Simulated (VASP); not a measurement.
SiB6: single point with PBE

The system is SiB6.

```
Si B
1.0
     0.00000    3.45265    3.45265
     3.45265    0.00000    3.45265
     3.45265    3.45265    0.00000
Si B
1 6
Cartesian
  0.0000 0.0000 0.0000
  5.7808 5.7808 5.7808
  4.5772 4.5772 5.7808
  4.5772 5.7808 4.5772
  5.7808 4.5772 4.5772
  1.7263 1.7263 1.7263
  3.4527 3.4527 3.4527
```

```yaml
Program: VASP 6.6.1
Task: single point
Functional: PBE
Potentials_or_basis: VASP PAW PBE potentials, release 64 (Si, B)
Cutoff: 500 eV
k_mesh: 4 × 4 × 4
Occupations: gaussian, width 0.2 eV
Spin: no spin polarisation
Dipole_correction: no
Further_INCAR_settings: ALGO = Normal; EDIFF = 1e-06; NBANDS = 20
```

```yaml
Pressure: 0.4 GPa
Largest_force: 0.069 eV/Å
Band_gap_on_the_k_mesh: zero (band 11 reaches 4.75 eV, above the bottom of band 12 at 2.62 eV)
```

Forces on the atoms (eV/Å):
```
Si   0.000  0.000  0.000
B    0.040  0.040  0.040
B   -0.040 -0.040  0.040
B   -0.040  0.040 -0.040
B    0.040 -0.040 -0.040
B    0.000  0.000  0.000
B    0.000  0.000  0.000
```

Levels at points of the mesh, in eV from the Fermi level:
```csv
k point,band 7,band 8,band 9,band 10,band 11,band 12,band 13,band 14,band 15,band 16
"(0.00, 0.00, 0.00)",-3.52,-3.52,-3.52,-2.54,0.01,0.01,0.01,0.01,0.01,3.87
"(0.50, 0.00, 0.00)",-3.26,-3.26,-2.42,-1.33,-0.17,-0.17,2.05,2.05,2.09,3.46
"(0.50, 0.50, 0.00)",-2.84,-1.03,-0.79,-0.79,1.11,1.11,1.43,1.64,2.57,2.81
```

Wall time 21 s on 1 thread of Intel Xeon 8259CL (shared host), peak memory 0.2 GiB.

Caveat: the k points lie up to 0.39 Å⁻¹ apart.
